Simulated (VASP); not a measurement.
Runs of VASP 6.6.1 on Cu. The structure is that of space group Fm-3m (No. 225), or close to it. The cells are those of the table. 

| task | cell | gap on the mesh (eV) | pressure (GPa) |
| --- | --- | --- | --- |
| electric field gradients | a = 2.573 Å, angles 60.0°, 1 atom | none | (a) |
| single point | a = 2.548 Å, angles 60.0°, 1 atom | none | (c) |
| electric field gradients | a = 2.569, b = 2.569, c = 2.582 Å, angles 59.8, 59.8, 60.3°, 1 atom | none | -8.6 |
| electric field gradients | a = 2.606 Å, angles 60.0°, 1 atom | none | (b) |
| single point | a = 2.539 Å, angles 60.0°, 1 atom | none | -3.1 |
| electric field gradients | a = 2.543 Å, angles 60.7°, 1 atom | none | -5.9 |
| single point | a = 2.522 Å, angles 60.0°, 1 atom | none | 0.2 |
| electric field gradients | a = 2.531, b = 2.531, c = 2.505 Å, angles 60.3, 60.3, 59.3°, 1 atom | none | 0.1 |

Alike in all rows: level PBEsol; potentials or basis VASP PAW PBE potentials, release 64 (Cu); no spin polarisation; k mesh 17 × 17 × 17; cutoff (eV) 520; smearing fermi-dirac 0.03 eV.

Q: Estimate the missing entries.

A: (a) -8.5; (b) -12.7; (c) -4.6.

Caveats: the PAW data sets were made with another functional, which shifts forces and pressure a little.

A gap of «none» marks levels without a gap at the run's occupations.
